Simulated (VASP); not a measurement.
# Co (P6_3/mmc) in VASP: single point with PBE

Aim: the single point of Co with PBE.

Program: VASP 6.6.1. These are calculated values, not measurements. Logs are shortened: lines on timing, memory, paths and dates and some standing lists are left out, and cuts for length are marked.

## Step 1: The cell of the first run

The structure is hexagonal, space group P6_3/mmc (No. 194). Conventional cell: a = 2.507 Å, b = 2.507 Å, c = 4.070 Å, α = 90.00°, β = 90.00°, γ = 120.00°. Within 3.3 Å of Co (site symmetry -6m2) lie 12 Co at 2.50 to 2.51 Å.

## Step 2: Single point, PBE, collinear spin, ferromagnetic start

File INCAR:

```
SYSTEM = Co
PREC = Accurate ; ENCUT = 520
EDIFF = 1E-7 ; ISMEAR = -1
SIGMA = 0.1 ; LREAL = .False.
LASPH = .True. ; NELM = 150
ALGO = Normal ; ISIF = 2
LWAVE = .False. ; LCHARG = .False.
ISPIN = 2 ; MAGMOM = 2.5 2.5
LORBIT = 11 ; LMAXMIX = 4
GGA = PE ; NBANDS = 20
```

File KPOINTS:

```
regular mesh
0
Gamma
  11 11 6
  0 0 0
```

File POSCAR:

```
Co
1.0
    2.5074000000      0.0000000000      0.0000000000
   -1.2537000000      2.1714700000      0.0000000000
    0.0000000000      0.0000000000      4.0699000000
Co
2
Direct
    0.3333333333      0.6666666667      0.2500000000
    0.6666666667      0.3333333333      0.7500000000
```

Potentials or basis: VASP PAW PBE potentials, release 64 (Co).

Run with:

```bash
$ cat potpaw_PBE.64/Co/POTCAR > POTCAR
$ mpirun -np 1 vasp_std > vasp.out
```

OUTCAR:

```text
SYSTEM = Co
   PREC = Accurate
   ENCUT = 520
   EDIFF = 1E-7
   ISMEAR = -1
   LREAL = .False.
   LASPH = .True.
   NELM = 150
   ISIF = 2
   ISPIN = 2
   LORBIT = 11
   GGA = PE

 ion  position               nearest neighbor table
   1  0.333  0.667  0.250-   2 2.50   2 2.50   2 2.50   2 2.50   2 2.50   2 2.50
   2  0.667  0.333  0.750-   1 2.50   1 2.50   1 2.50   1 2.50   1 2.50   1 2.50

  LATTYP: Found a hexagonal cell.
 ALAT       =     2.5074000000
 C/A-ratio  =     1.6231554598

  Lattice vectors:

 A1 = (   2.5074000000,   0.0000000000,   0.0000000000)
 A2 = (  -1.2537000000,   2.1714700000,   0.0000000000)
 A3 = (   0.0000000000,   0.0000000000,   4.0699000000)

Analysis of symmetry for initial positions (statically):
=====================================================================
 Subroutine PRICEL returns:
 Original cell was already a primitive cell.

 Routine SETGRP: Setting up the symmetry group for a
 hexagonal supercell.

 Subroutine GETGRP returns: Found 24 space group operations
 (whereof 12 operations were pure point group operations)
 out of a pool of 24 trial point group operations.

The static configuration has the point symmetry D_3d.
 The point group associated with its full space group is D_6h.

Analysis of symmetry for dynamics (positions and initial velocities):
=====================================================================
 Subroutine PRICEL returns:
 Original cell was already a primitive cell.

 Routine SETGRP: Setting up the symmetry group for a
 hexagonal supercell.

 Subroutine GETGRP returns: Found 24 space group operations
 (whereof 12 operations were pure point group operations)
 out of a pool of 24 trial point group operations.

The dynamic configuration has the point symmetry D_3d.
 The point group associated with its full space group is D_6h.

Analysis of structural, dynamic, and magnetic symmetry:
=====================================================================
 Subroutine PRICEL returns:
 Original cell was already a primitive cell.

 Routine SETGRP: Setting up the symmetry group for a
 hexagonal supercell.

 Subroutine GETGRP returns: Found 24 space group operations
 (whereof 12 operations were pure point group operations)
 out of a pool of 24 trial point group operations.

The overall configuration has the point symmetry D_3d.
 The point group associated with its full space group is D_6h.

 Subroutine INISYM returns: Found 24 space group operations
 (whereof 12 operations are pure point group operations),
 and found     1 'primitive' translations

----------------------------------------------------------------------------------------

                                     Primitive cell

  volume of cell :      22.1596

  direct lattice vectors                    reciprocal lattice vectors
     2.507400000  0.000000000  0.000000000     0.398819494  0.230258765  0.000000000
    -1.253700000  2.171470000  0.000000000     0.000000000  0.460517530  0.000000000
     0.000000000  0.000000000  4.069900000     0.000000000  0.000000000  0.245706283

  length of vectors
     2.507400000  2.507398184  4.069900000     0.460517196  0.460517530  0.245706283

  position of ions in fractional coordinates (direct lattice)
     0.333333333  0.666666667  0.250000000
     0.666666667  0.333333333  0.750000000

  ion indices of the primitive-cell ions
   primitive index   ion index
                 1           1
                 2           2

----------------------------------------------------------------------------------------

 KPOINTS: regular mesh

Automatic generation of k-mesh.
 Grid dimensions read from file:
 generate k-points for:   11   11    6

 Generating k-lattice:

  Cartesian coordinates                     Fractional coordinates (reciprocal lattice)
     0.036256318  0.020932615  0.000000000     0.090909091  0.000000000  0.000000000
     0.000000000  0.041865230  0.000000000     0.000000000  0.090909091  0.000000000
     0.000000000  0.000000000  0.040951047     0.000000000  0.000000000  0.166666667

  Length of vectors
     0.041865200  0.041865230  0.040951047

  Shift w.r.t. Gamma in fractional coordinates (k-lattice)
     0.000000000  0.000000000  0.000000000

 Subroutine IBZKPT returns following result:
 ===========================================

 Found     64 irreducible k-points:

 Following reciprocal coordinates:
            Coordinates               Weight
  0.000000  0.000000  0.000000      1.000000
  0.090909 -0.000000  0.000000      6.000000
  0.181818  0.000000  0.000000      6.000000
  0.272727 -0.000000  0.000000      6.000000
  0.363636  0.000000  0.000000      6.000000
  0.454545 -0.000000  0.000000      6.000000
[... 16 lines left out ...]
  0.090909  0.090909  0.166667     12.000000
  0.181818  0.090909  0.166667     24.000000
 [... further k-points ...]
   k-points           NKPTS =     64   k-points in BZ     NKDIM =     64   number of bands    NBANDS=     20
   number of dos      NEDOS =    301   number of ions     NIONS =      2
   total plane-waves  NPLWV =  12000
   dimension x,y,z NGX =    20 NGY =   20 NGZ =   30
   dimension x,y,z NGXF=    40 NGYF=   40 NGZF=   60
   ions per type =               2
   NGX,Y,Z   is equivalent  to a cutoff of  13.26, 13.26, 12.25 a.u.
   NGXF,Y,Z  is equivalent  to a cutoff of  26.52, 26.52, 24.51 a.u.
 SYSTEM =  Co
   PREC   = accura    normal or accurate (medium, high low for compatibility)
   ISTART =      0    job   : 0-new  1-cont  2-samecut
   ICHARG =      2    charge: 1-file 2-atom 10-const
   ISPIN  =      2    spin polarized calculation?
   LNONCOLLINEAR =      F non collinear calculations
   LSORBIT =      F    spin-orbit coupling
   LASPH  =      T    aspherical Exc in radial PAW
   ENCUT  =  520.0 eV  38.22 Ry    6.18 a.u.   4.66  4.66  7.57*2*pi/ulx,y,z
   NELM   =    150;   NELMIN=  2; NELMDL= -5     # of ELM steps
   EDIFF  = 0.1E-06   stopping-criterion for ELM
   LREAL  =      F    real-space projection
   EDIFFG = 0.1E-05   stopping-criterion for IOM
   NSW    =      0    number of steps for IOM
   IBRION =     -1    ionic relax: 0-MD 1-quasi-New 2-CG
   NFREE  =      0    steps in history (QN), initial steepest desc. (CG)
   ISIF   =      2    stress and relaxation
   ISYM   =      2    0-nonsym 1-usesym 2-fastsym
   POTIM  = 0.5000    time-step for ionic-motion
   TEBEG  =    0.0;   TEEND  =   0.0 temperature during run
   PSTRESS=    0.0 pullay stress
   NELECT =      18.0000    total number of electrons
   NUPDOWN=      -1.0000    fix difference up-down
   EMIN   =  10.00;   EMAX   =-10.00  energy-range for DOS
   EFERMI =   0.00;   METHOD = LEGACY
   ISMEAR =    -1;   SIGMA  =   0.10  broadening in eV -4-tet -1-fermi 0-gaus
   EFERMI_NEDOS =   21; number of points for ismear=-14 and -15
   IALGO  =     38    algorithm
   IMIX   =      4    mixing-type and parameters
     AMIX     =   0.40;   BMIX     =  1.00
     AMIX_MAG =   1.60;   BMIX_MAG =  1.00
  volume/ion in A,a.u.               =      11.08        74.77
  Fermi-wavevector in a.u.,A,eV,Ry     =   1.527491  2.886539 31.745496  2.333228
  Thomas-Fermi vector in A             =   2.635380
   LORBIT       =     11    0 simple, 1 ext, 2 COOP (PROOUT), +10 PAW based schemes
   GGA     = PE    functional components
   LHFCALC =     F    Hartree Fock is set to
   AEXX    =    0.0000 exact exchange contribution
   IVDW    =     0    specifies the selected vdW correction
   LEPSILON=     F    determine dielectric tensor
   LRPA    =     F    only Hartree local field effects (RPA)
 spin polarized calculation
  energy-cutoff  :      520.00
  volume of cell :       22.16
 maximum number of plane-waves:       610
 NGX is ok and might be reduce to    20
   NGX =  9   NGY =  9   NGZ = 15

 number of electron      18.0000003 magnetization       3.1567024

 Free energy of the ion-electron system (eV)
  ---------------------------------------------------
  ext. energy  EPLUGINS =         0.00000000
  ---------------------------------------------------
  free energy    TOTEN  =       -14.09444832 eV

  energy without entropy =      -14.03442234  energy(sigma->0) =      -14.06443533

 E-fermi :   9.9771     XC(G=0): -13.2800

 val. band max:        9.9598394375   @ k =   0.1818   0.0000   0.1667
 cond. band min:       9.9842970525   @ k =   0.0000   0.0000   0.1667
 fundamental gap:      0.0244576150
 Fermi energy:         9.9771474319

 spin component 1

 k-point     1 :       0.0000    0.0000    0.0000
  band No.  band energies     occupation
      1       1.1856      1.00000
      2       4.9464      1.00000
      3       7.3879      1.00000
      4       7.4278      1.00000
      5       7.4278      1.00000
      6       7.7247      1.00000
[... 12 lines left out ...]
     19      35.5725      0.00000
     20      35.5725      0.00000
[... 507 lines left out ...]
 k-point    24 :       0.1818    0.0909    0.1667
  band No.  band energies     occupation
      1       3.2722      1.00000
      2       5.8342      1.00000
      3       6.4489      1.00000
      4       6.7294      1.00000
      5       7.3147      1.00000
      6       7.5904      1.00000
[... 12 lines left out ...]
     19      34.9274      0.00000
     20      36.2095      0.00000

 [... further k-points ...]

 spin component 2

 k-point     1 :       0.0000    0.0000    0.0000
  band No.  band energies     occupation
      1       1.1600      1.00000
      2       5.8604      1.00000
      3       8.9878      0.99995
      4       9.0346      0.99992
      5       9.0346      0.99992
      6       9.3833      0.99737
[... 12 lines left out ...]
     19      35.8370      0.00000
     20      35.8370      0.00000
[... 507 lines left out ...]
 k-point    24 :       0.1818    0.0909    0.1667
  band No.  band energies     occupation
      1       3.2923      1.00000
      2       6.7788      1.00000
      3       7.5720      1.00000
      4       8.1281      1.00000
      5       8.8854      0.99998
      6       9.1421      0.99976
[... 12 lines left out ...]
     19      35.1666      0.00000
     20      36.3254      0.00000

 [... further k-points ...]

------------------------ aborting loop because EDIFF is reached ----------------------------------------

  FORCE on cell =-STRESS in cart. coord.  units (eV):
  Direction    XX          YY          ZZ          XY          YZ          ZX
  --------------------------------------------------------------------------------------
  -------------------------------------------------------------------------------------
  Total       -0.6909995     -0.6909981     -0.7539315     -0.0000000      0.0000000     -0.0000000
  in kB      -49.9605370    -49.9604405    -54.5106419     -0.0000000      0.0000000     -0.0000000
  external PRESSURE =     -51.4772065 kB  Pullay stress =       0.0000000 kB

 VOLUME and BASIS-vectors are now :
 -----------------------------------------------------------------------------
  energy-cutoff  :      520.00
  volume of cell :       22.16
      direct lattice vectors                 reciprocal lattice vectors
     2.507400000  0.000000000  0.000000000     0.398819494  0.230258765  0.000000000
    -1.253700000  2.171470000  0.000000000     0.000000000  0.460517530  0.000000000
     0.000000000  0.000000000  4.069900000     0.000000000  0.000000000  0.245706283

 POSITION                                       TOTAL-FORCE (eV/Angst)
 -----------------------------------------------------------------------------------
     -0.00000      1.44765      1.01747         0.000000      0.000000      0.000000
      1.25370      0.72382      3.05242        -0.000000     -0.000000      0.000000
 -----------------------------------------------------------------------------------
    total drift:                               -0.000000      0.000000     -0.000000

  FREE ENERGIE OF THE ION-ELECTRON SYSTEM (eV)
  ---------------------------------------------------
  free  energy   TOTEN  =       -14.0944483187 eV

  energy  without entropy=      -14.0344223400  energy(sigma->0) =      -14.06443533

 total charge

# of ion       s       p       d       tot
------------------------------------------
    1        0.479   0.501   7.254   8.234
    2        0.479   0.501   7.254   8.234
--------------------------------------------------
tot          0.957   1.003  14.507  16.467

 magnetization (x)

# of ion       s       p       d       tot
------------------------------------------
    1       -0.016  -0.057   1.677   1.605
    2       -0.016  -0.057   1.677   1.605
--------------------------------------------------
tot         -0.032  -0.113   3.354   3.209
```

Run time: 51 s. Hardware: 1 thread of Intel Xeon Platinum 8259CL at 2.50GHz (Skylake/Cascade Lake), shared host; peak memory 0.17 GiB.

Results:

```
Free energy                                           : -14.0944 eV
Pressure                                              : -5.1 GPa
Net moment                                            : 3.16 μB per cell
Site moments                                          : Co +1.60 μB
Valence electrons inside the program's atomic spheres : Co 8.23
```

Stress tensor (GPa, compression positive):
```
-5.00  0.00  0.00
 0.00 -5.00  0.00
 0.00  0.00 -5.45
```

Caveat: the cell stands under tension.
